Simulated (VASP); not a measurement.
A run of VASP 6.6.1 is set up as follows.

INCAR

```
PREC = Accurate
ENCUT = 520
EDIFF = 1E-6
ISMEAR = 0
SIGMA = 0.01
LREAL = False
LASPH = True
NELM = 60
ALGO = Normal
ISIF = 2
LWAVE = False
LCHARG = True
GGA = CA
LELF = True
LVHAR = True
NBANDS = 31
```

File KPOINTS:

```
regular mesh
0
Gamma
  6 6 6
```

The input POSCAR:

```
HfIN
1.0
    1.9174644905      1.1070480505     11.1936132332
   -1.9174644905      1.1070480505     11.1936132332
    0.0000000000     -2.2140971395     11.1936132332
Hf I N
2 2 2
Direct
    0.7944020000      0.7944020000      0.7944020000
    0.2055980000      0.2055980000      0.2055980000
    0.3930470000      0.3930470000      0.3930470000
    0.6069530000      0.6069530000      0.6069530000
    0.1399440000      0.1399440000      0.1399440000
    0.8600560000      0.8600560000      0.8600560000
```

Potentials or basis: VASP PAW LDA potentials, release 64 (Hf_pv, I, N).

Command:

```bash
$ cat potpaw_LDA.64/Hf_pv/POTCAR potpaw_LDA.64/I/POTCAR potpaw_LDA.64/N/POTCAR > POTCAR
$ mpirun -np 1 vasp_std > vasp.out
```

Q: Predict the band gap on the k mesh.

A: 0.99 eV (least direct gap 2.01 eV).

Q: What does it give for the largest force?

A: 1.226 eV/Å.

Q: Predict the pressure.

A: -14.2 GPa.

Forces in eV/Å, atoms in the order of the input:
```
Hf   0.000  0.000  1.226
Hf   0.000  0.000 -1.226
I    0.000  0.000  1.027
I    0.000  0.000 -1.027
N    0.000  0.000  0.434
N    0.000  0.000 -0.434
```

Caveat: the cell stands under tension; spin-orbit coupling is left out, which moves the levels of the heavy elements; forces of over 1 eV/Å act on the atoms, so gaps and moduli don't describe the material at rest. A k mesh can miss the band edges.
